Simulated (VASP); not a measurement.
# LaRu3 (Fm-3m) in VASP: notebook, part 2 of 4

VASP 6.6.1. Earlier steps stand in the parts before.

**3. Single point, PBEsol (16.37 Å³/atom)**

This run uses another cell than the first one, of 16.37 Å³/atom.

INCAR reads:

```
PREC = Accurate
ENCUT = 520
EDIFF = 1E-6
ISMEAR = 0
SIGMA = 0.05
LREAL = False
LASPH = True
NELM = 100
ALGO = Normal
ISIF = 2
LWAVE = False
LCHARG = False
GGA = PS
NBANDS = 34
```

KPOINTS reads:

```
Automatic mesh
0
Gamma
  8 8 8
```

POSCAR reads:

```
LaRu3
1.0
    0.0000000000      3.1990814861      3.1990814861
    3.1990814861      0.0000000000      3.1990814861
    3.1990814861      3.1990814861      0.0000000000
La Ru
1 3
Direct
    0.0000000000      0.0000000000      0.0000000000
    0.5000000000      0.5000000000      0.5000000000
    0.2500000000      0.2500000000      0.2500000000
    0.7500000000      0.7500000000      0.7500000000
```

Potentials or basis: VASP PAW PBE potentials, release 64 (La, Ru_pv).

The run is started by

```
$ cat potpaw_PBE.64/La/POTCAR potpaw_PBE.64/Ru_pv/POTCAR > POTCAR
$ mpirun -np 1 vasp_std > vasp.out
```

OUTCAR:

```text
PREC = Accurate
   ENCUT = 520
   EDIFF = 1E-6
   ISMEAR = 0
   LREAL = False
   LASPH = True
   NELM = 100
   ISIF = 2
   GGA = PS

 ion  position               nearest neighbor table
   1  0.000  0.000  0.000-   3 2.77   4 2.77   4 2.77   4 2.77   4 2.77   3 2.77   3 2.77   3 2.77
                             2 3.20   2 3.20   2 3.20   2 3.20   2 3.20   2 3.20
   2  0.500  0.500  0.500-   3 2.77   4 2.77   3 2.77   3 2.77   3 2.77   4 2.77   4 2.77   4 2.77
                             1 3.20   1 3.20   1 3.20   1 3.20   1 3.20   1 3.20
   3  0.250  0.250  0.250-   1 2.77   2 2.77   1 2.77   1 2.77   1 2.77   2 2.77   2 2.77   2 2.77
                             4 3.20   4 3.20   4 3.20   4 3.20   4 3.20   4 3.20
   4  0.750  0.750  0.750-   1 2.77   2 2.77   2 2.77   2 2.77   2 2.77   1 2.77   1 2.77   1 2.77
                             3 3.20   3 3.20   3 3.20   3 3.20   3 3.20   3 3.20

  LATTYP: Found a face centered cubic cell.
 ALAT       =     6.3981629722

  Lattice vectors:

 A1 = (   0.0000000000,   3.1990814861,   3.1990814861)
 A2 = (   3.1990814861,   0.0000000000,   3.1990814861)
 A3 = (   3.1990814861,   3.1990814861,   0.0000000000)

Analysis of symmetry for initial positions (statically):
=====================================================================
 Subroutine PRICEL returns:
 Original cell was already a primitive cell.

 Routine SETGRP: Setting up the symmetry group for a
 face centered cubic supercell.

 Subroutine GETGRP returns: Found 48 space group operations
 (whereof 48 operations were pure point group operations)
 out of a pool of 48 trial point group operations.

The static configuration has the point symmetry O_h .

Analysis of symmetry for dynamics (positions and initial velocities):
=====================================================================
 Subroutine PRICEL returns:
 Original cell was already a primitive cell.

 Routine SETGRP: Setting up the symmetry group for a
 face centered cubic supercell.

 Subroutine GETGRP returns: Found 48 space group operations
 (whereof 48 operations were pure point group operations)
 out of a pool of 48 trial point group operations.

The dynamic configuration has the point symmetry O_h .

 Subroutine INISYM returns: Found 48 space group operations
 (whereof 48 operations are pure point group operations),
 and found     1 'primitive' translations

----------------------------------------------------------------------------------------

                                     Primitive cell

  volume of cell :      65.4796

  direct lattice vectors                    reciprocal lattice vectors
     0.000000000  3.199081486  3.199081486    -0.156294862  0.156294862  0.156294862
     3.199081486  0.000000000  3.199081486     0.156294862 -0.156294862  0.156294862
     3.199081486  3.199081486  0.000000000     0.156294862  0.156294862 -0.156294862

  length of vectors
     4.524184425  4.524184425  4.524184425     0.270710642  0.270710642  0.270710642

  position of ions in fractional coordinates (direct lattice)
     0.000000000  0.000000000  0.000000000
     0.500000000  0.500000000  0.500000000
     0.250000000  0.250000000  0.250000000
     0.750000000  0.750000000  0.750000000

  ion indices of the primitive-cell ions
   primitive index   ion index
                 1           1
                 2           2
                 3           3
                 4           4

[... 20 lines left out ...]

 Subroutine IBZKPT returns following result:
 ===========================================

 Found     29 irreducible k-points:

 Following reciprocal coordinates:
            Coordinates               Weight
  0.000000  0.000000  0.000000      1.000000
  0.125000  0.000000  0.000000      8.000000
  0.250000  0.000000  0.000000      8.000000
  0.375000  0.000000  0.000000      8.000000
  0.500000  0.000000  0.000000      4.000000
  0.125000  0.125000  0.000000      6.000000
[... 16 lines left out ...]
  0.500000  0.250000  0.125000     48.000000
 -0.375000  0.250000  0.125000     24.000000
 [... further k-points ...]
   k-points           NKPTS =     29   k-points in BZ     NKDIM =     29   number of bands    NBANDS=     34
   number of dos      NEDOS =    301   number of ions     NIONS =      4
   total plane-waves  NPLWV =  46656
   dimension x,y,z NGX =    36 NGY =   36 NGZ =   36
   dimension x,y,z NGXF=    72 NGYF=   72 NGZF=   72
   ions per type =               1   3
   NGX,Y,Z   is equivalent  to a cutoff of  13.23, 13.23, 13.23 a.u.
   NGXF,Y,Z  is equivalent  to a cutoff of  26.46, 26.46, 26.46 a.u.
 SYSTEM =  unknown system
   PREC   = accura    normal or accurate (medium, high low for compatibility)
   ISTART =      0    job   : 0-new  1-cont  2-samecut
   ICHARG =      2    charge: 1-file 2-atom 10-const
   ISPIN  =      1    spin polarized calculation?
   LNONCOLLINEAR =      F non collinear calculations
   LSORBIT =      F    spin-orbit coupling
   LASPH  =      T    aspherical Exc in radial PAW
   ENCUT  =  520.0 eV  38.22 Ry    6.18 a.u.   8.41  8.41  8.41*2*pi/ulx,y,z
   NELM   =    100;   NELMIN=  2; NELMDL= -5     # of ELM steps
   EDIFF  = 0.1E-05   stopping-criterion for ELM
   LREAL  =      F    real-space projection
   EDIFFG = 0.1E-04   stopping-criterion for IOM
   NSW    =      0    number of steps for IOM
   IBRION =     -1    ionic relax: 0-MD 1-quasi-New 2-CG
   NFREE  =      0    steps in history (QN), initial steepest desc. (CG)
   ISIF   =      2    stress and relaxation
   ISYM   =      2    0-nonsym 1-usesym 2-fastsym
   POTIM  = 0.5000    time-step for ionic-motion
   TEBEG  =    0.0;   TEEND  =   0.0 temperature during run
   PSTRESS=    0.0 pullay stress
   NELECT =      53.0000    total number of electrons
   NUPDOWN=      -1.0000    fix difference up-down
   EMIN   =  10.00;   EMAX   =-10.00  energy-range for DOS
   EFERMI =   0.00;   METHOD = LEGACY
   ISMEAR =     0;   SIGMA  =   0.05  broadening in eV -4-tet -1-fermi 0-gaus
   EFERMI_NEDOS =   21; number of points for ismear=-14 and -15
   IALGO  =     38    algorithm
   IMIX   =      4    mixing-type and parameters
     AMIX     =   0.40;   BMIX     =  1.00
     AMIX_MAG =   1.60;   BMIX_MAG =  1.00
  volume/ion in A,a.u.               =      16.37       110.47
  Fermi-wavevector in a.u.,A,eV,Ry     =   1.525685  2.883126 31.670473  2.327714
  Thomas-Fermi vector in A             =   2.633821
   LORBIT       =      0    0 simple, 1 ext, 2 COOP (PROOUT), +10 PAW based schemes
   GGA     = PS    functional components
   LHFCALC =     F    Hartree Fock is set to
   AEXX    =    0.0000 exact exchange contribution
   IVDW    =     0    specifies the selected vdW correction
   LEPSILON=     F    determine dielectric tensor
   LRPA    =     F    only Hartree local field effects (RPA)
 non-spin polarized calculation
 Gauss-broadening in eV      SIGMA  =   0.05
  energy-cutoff  :      520.00
  volume of cell :       65.48
 maximum number of plane-waves:      1807
 NGX is ok and might be reduce to    36
   NGX = 17   NGY = 17   NGZ = 17

 number of electron      53.0000001 magnetization

 Free energy of the ion-electron system (eV)
  ---------------------------------------------------
  ext. energy  EPLUGINS =         0.00000000
  ---------------------------------------------------
  free energy    TOTEN  =       -33.66477998 eV

  energy without entropy =      -33.65157565  energy(sigma->0) =      -33.65817781

 E-fermi :  12.1737     XC(G=0): -13.2247

 val. band max:       12.1675803549   @ k =   0.3750   0.1250   0.0000
 cond. band min:      12.1759865678   @ k =   0.5000   0.3750   0.0000
 fundamental gap:      0.0084062129
 Fermi energy:        12.1736837391

 k-point     1 :       0.0000    0.0000    0.0000
  band No.  band energies     occupation
      1     -30.4386      2.00000
      2     -30.4386      2.00000
      3     -30.4386      2.00000
      4     -30.2795      2.00000
      5     -30.2795      2.00000
      6     -30.2795      2.00000
[... 877 lines left out ...]
     33      15.8938      0.00000
     34      16.0459      0.00000

 [... further k-points ...]
[... 5 lines left out ...]
  --------------------------------------------------------------------------------------
  -------------------------------------------------------------------------------------
  Total        1.5274150      1.5274150      1.5274150      0.0000000      0.0000000     -0.0000000
  in kB       37.3733251     37.3733251     37.3733251      0.0000000      0.0000000     -0.0000000
  external PRESSURE =      37.3733251 kB  Pullay stress =       0.0000000 kB

 VOLUME and BASIS-vectors are now :
 -----------------------------------------------------------------------------
  energy-cutoff  :      520.00
  volume of cell :       65.48
      direct lattice vectors                 reciprocal lattice vectors
     0.000000000  3.199081486  3.199081486    -0.156294862  0.156294862  0.156294862
     3.199081486  0.000000000  3.199081486     0.156294862 -0.156294862  0.156294862
     3.199081486  3.199081486  0.000000000     0.156294862  0.156294862 -0.156294862

 POSITION                                       TOTAL-FORCE (eV/Angst)
 -----------------------------------------------------------------------------------
      0.00000      0.00000      0.00000        -0.000000     -0.000000     -0.000000
      3.19908      3.19908      3.19908        -0.000000     -0.000000     -0.000000
      1.59954      1.59954      1.59954         0.000000      0.000000      0.000000
      4.79862      4.79862      4.79862        -0.000000      0.000000     -0.000000
 -----------------------------------------------------------------------------------
    total drift:                                0.000000      0.000000      0.000000

  FREE ENERGIE OF THE ION-ELECTRON SYSTEM (eV)
  ---------------------------------------------------
  free  energy   TOTEN  =       -33.6647799779 eV

  energy  without entropy=      -33.6515756492  energy(sigma->0) =      -33.65817781
```

OSZICAR:

```text
N       E                     dE             d eps       ncg     rms          rms(c)
DAV:   1     0.554382507442E+03    0.55438E+03   -0.27859E+04  2604   0.241E+03
DAV:   2     0.262042966506E+02   -0.52818E+03   -0.50305E+03  2022   0.509E+02
DAV:   3    -0.313582228077E+02   -0.57563E+02   -0.53708E+02  2608   0.142E+02
DAV:   4    -0.373925930238E+02   -0.60344E+01   -0.57227E+01  3716   0.440E+01
DAV:   5    -0.376944528813E+02   -0.30186E+00   -0.28988E+00  2984   0.729E+00    0.241E+01
DAV:   6    -0.370872670694E+02    0.60719E+00   -0.91724E+01  3164   0.734E+01    0.150E+01
DAV:   7    -0.353207262414E+02    0.17665E+01   -0.26437E+01  2954   0.410E+01    0.116E+01
DAV:   8    -0.337854051834E+02    0.15353E+01   -0.70416E+00  2960   0.163E+01    0.438E+00
DAV:   9    -0.336760308856E+02    0.10937E+00   -0.91589E-01  3408   0.753E+00    0.213E+00
DAV:  10    -0.336649608917E+02    0.11070E-01   -0.10386E-01  2852   0.218E+00    0.499E-01
DAV:  11    -0.336648174329E+02    0.14346E-03   -0.16431E-02  3272   0.114E+00    0.236E-01
DAV:  12    -0.336647604660E+02    0.56967E-04   -0.19396E-03  3048   0.374E-01    0.698E-02
DAV:  13    -0.336647954547E+02   -0.34989E-04   -0.31349E-04  3550   0.143E-01    0.356E-02
DAV:  14    -0.336647794781E+02    0.15977E-04   -0.13972E-04  3064   0.109E-01    0.692E-03
DAV:  15    -0.336647799779E+02   -0.49985E-06   -0.51612E-06  2414   0.213E-02
   1 F= -.33664780E+02 E0= -.33658178E+02  d E =-.132043E-01
```

stdout:

```text
POSCAR found type information on POSCAR LaRu
 POSCAR found :  2 types and       4 ions
 scaLAPACK will be used
 -----------------------------------------------------------------------------
|                                                                             |
|                                                                             |
|     You enforced a specific xc type in the INCAR file but a different       |
|     I HOPE YOU KNOW WHAT YOU ARE DOING!                                     |
|                                                                             |
 -----------------------------------------------------------------------------

 LDA part: xc-table for (Slater+PW92), standard interpolation
 POSCAR, INCAR and KPOINTS ok, starting setup
 FFT: planning ... GRIDC
 FFT: planning ... GRID_SOFT
 FFT: planning ... GRID
 WAVECAR not read
 entering main loop
```

Wall time 88 s (1 thread of AMD EPYC 7R43 (Zen 3), shared host); peak memory 0.21 GiB.

Results:

* Free energy: -33.6648 eV
* Pressure: 3.7 GPa
* Band gap on the k mesh: zero (an odd number of electrons rules out a gap without spin polarisation)

Caveat: the cell stands under pressure; the PAW data sets were made with another functional, which shifts forces and pressure a little; spin-orbit coupling is left out, which moves the levels of the heavy elements.

(Part 2 of 4 ends here.)
